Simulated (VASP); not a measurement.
Runs of VASP 6.6.1 on Sr2O. The structure is that of space group P6/mmm (No. 191), or close to it. The cells are those of the table. 

```csv
task,spin,cell,k mesh,cutoff (eV),gap on the mesh (eV),pressure (GPa),moment (μB),relaxed volume (Å³/atom)
relaxation of cell and atoms,off,"relaxed from a = 4.915, b = 4.915, c = 4.023 Å, angles 90.0, 90.0, 120.0°, 3 atoms",12 × 12 × 12,600,none,0.0,-,27.67
single point,off,"a = 4.908, b = 4.908, c = 3.963 Å, angles 90.0, 90.0, 120.0°, 3 atoms",12 × 12 × 12,520,none,(a),-,-
single point,"collinear, ferromagnetic start","a = 4.684, b = 4.684, c = 4.471 Å, angles 90.0, 90.0, 120.0°, 3 atoms",6 × 6 × 4,520,none,2.9,0.00,-
relaxation of cell and atoms,off,"relaxed from a = 4.684, b = 4.684, c = 4.471 Å, angles 90.0, 90.0, 120.0°, 3 atoms",6 × 6 × 4,600,none,0.0,-,28.42
single point,off,"a = 4.684, b = 4.684, c = 4.471 Å, angles 90.0, 90.0, 120.0°, 3 atoms",6 × 6 × 4,520,none,2.9,-,-
single point,"collinear, ferromagnetic start","a = 4.915, b = 4.915, c = 4.023 Å, angles 90.0, 90.0, 120.0°, 3 atoms",6 × 6 × 4,520,none,0.3,0.00,-
single point,off,"a = 4.915, b = 4.915, c = 4.023 Å, angles 90.0, 90.0, 120.0°, 3 atoms",6 × 6 × 4,520,none,0.3,-,-
```

Alike in all rows: level PBE; potentials or basis VASP PAW PBE potentials, release 64 (Sr_sv, O); smearing gaussian 0.1 eV.

**Question.** Fill in the values left out.

**Answer.** (a) 0.2.

Caveats: some runs use coarse meshes.

A k mesh can miss the band edges, and the runs leave out spin-orbit coupling on Sr.

A gap of «none» marks levels without a gap at the run's occupations.
